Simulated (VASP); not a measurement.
BN, 4 atoms in the cell. The structure is hexagonal, space group P6_3/mmc (No. 194). The conventional cell has a = 2.507 Å, b = 2.507 Å, c = 6.554 Å, α = 90.00°, β = 90.00°, γ = 120.00°. Within 1.9 Å of B (site symmetry -6m2) lie 3 N at 1.45 Å. N (site symmetry -6m2) has 3 B at 1.45 Å within 1.9 Å. 

| Property | Result |
| --- | --- |
| Program | VASP 6.6.1 |
| Task | single point |
| Functional | PBE |
| Dispersion | D4 |
| Potentials or basis | VASP PAW PBE potentials, release 64 (B, N) |
| Cutoff | 520 eV |
| k mesh | 12 × 12 × 4 |
| Occupations | fermi-dirac, width 0.02 eV |
| Spin | no spin polarisation |
| Dipole correction | no |
| Further INCAR settings | ALGO = Normal; EDIFF = 1e-06; NBANDS = 16 |

Potentials or basis: VASP PAW PBE potentials, release 64 (B, N).

Run with:

```bash
$ cat potpaw_PBE.64/B/POTCAR potpaw_PBE.64/N/POTCAR > POTCAR
$ mpirun -np 1 vasp_std > vasp.out
```

Hardware: 1 thread of AMD EPYC 9R45 96-Core Processor (Zen 5), with other jobs on the host.

Task: Estimate the wall time of this run.

Result: Run time: 18 s on 1 thread of AMD EPYC 9R45 96-Core Processor (Zen 5), with other jobs on the host, peak memory 0.13 GiB. Counts: scf iterations 13, k points 57.
